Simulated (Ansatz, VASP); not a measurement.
Be3Se2S: VASP beside Ansatz

File INCAR:

```
ALGO = Normal
EDIFF = 1E-6
ENCUT = 520
GGA = PE
ISIF = 2
ISMEAR = 0
LASPH = True
LCHARG = False
LREAL = False
LWAVE = False
NBANDS = 36
NELM = 60
PREC = Accurate
SIGMA = 0.1
```

File KPOINTS:

```
k-points
0
Gamma
  4 4 4
```

The input POSCAR:

```
Be3Se2S
1.0
   -3.5910876458      3.5910876458      0.0000000000
    3.5910876458      3.5910876458      0.0000000000
    1.7955438229     -1.7955438229     -7.6120895657
Be Se S
6 4 2
Direct
    1.0000000000      0.2500000000      0.5000000000
    0.5000000000      0.7500000000      0.5000000000
    0.6727246700      0.2500000000      0.8454493400
    0.1727246700      0.7500000000      0.8454493400
    0.3272753300      0.2500000000      0.1545506600
    0.8272753300      0.7500000000      0.1545506600
    0.8361256310      0.5000000000      0.6722512621
    0.3361256310      1.0000000000      0.6722512621
    0.1638743690      0.5000000000      0.3277487379
    0.6638743690      1.0000000000      0.3277487379
    1.0000000000      0.0000000000      1.0000000000
    0.5000000000      0.5000000000      1.0000000000
```

Input for Ansatz:

```yaml
crystal:
  lattice:
    - [-3.5910876458, 3.5910876458, 0.0]
    - [3.5910876458, 3.5910876458, 0.0]
    - [1.7955438229, -1.7955438229, -7.6120895657]
  atoms:
    - { symbol: Be, position: [1.0, 0.25, 0.5] }
    - { symbol: Be, position: [0.5, 0.75, 0.5] }
    - { symbol: Be, position: [0.67272467, 0.25, 0.84544934] }
    - { symbol: Be, position: [0.17272467, 0.75, 0.84544934] }
    - { symbol: Be, position: [0.32727533, 0.25, 0.15455066] }
    - { symbol: Be, position: [0.82727533, 0.75, 0.15455066] }
    - { symbol: Se, position: [0.836125631, 0.5, 0.6722512621] }
    - { symbol: Se, position: [0.336125631, 1.0, 0.6722512621] }
    - { symbol: Se, position: [0.163874369, 0.5, 0.3277487379] }
    - { symbol: Se, position: [0.663874369, 1.0, 0.3277487379] }
    - { symbol: S, position: [1.0, 0.0, 1.0] }
    - { symbol: S, position: [0.5, 0.5, 1.0] }
basis:
  ecutwfc: 420
kpoints:
  mp_grid: { grid: [4, 4, 4] }
hamiltonian:
  xc: pbe
scf:
  occupations: { method: gaussian, width: 0.1 }
  lower_state_search: "off"
output:
  forces: true
  stress: true
  eigenvalues: true
```

Alike in both runs: task single point; functional PBE; k mesh 4 × 4 × 4; occupations gaussian, width 0.1 eV; no spin polarisation.

```csv
,VASP,Ansatz
version,VASP 6.6.1,Ansatz 0.2.0
potentials or method,"VASP PAW PBE potentials, release 64 (Be, Se, S), cutoff 520 eV","scalar-relativistic, plane waves, PAW"
valence electrons in the cell,48,88
```

```tsv
	VASP	Ansatz	Ansatz less VASP
gap on the k mesh at the Fermi level (eV)	2.72	2.72	+0.008
least direct gap on the mesh (eV)	2.72	2.72	+0.008
pressure (GPa)	0.1	0.0	-0.14
rms of the force components (eV/Å)	0.004	0.000	-0.0035
```

Atom by atom the forces differ by 0.004 eV/Å (rms over components). With one functional, cell and mesh, what is left measures potentials, basis and numerics. VASP's potentials hold 48 valence electrons a cell and Ansatz's 88, so a difference there can come from the potentials and not from the codes.
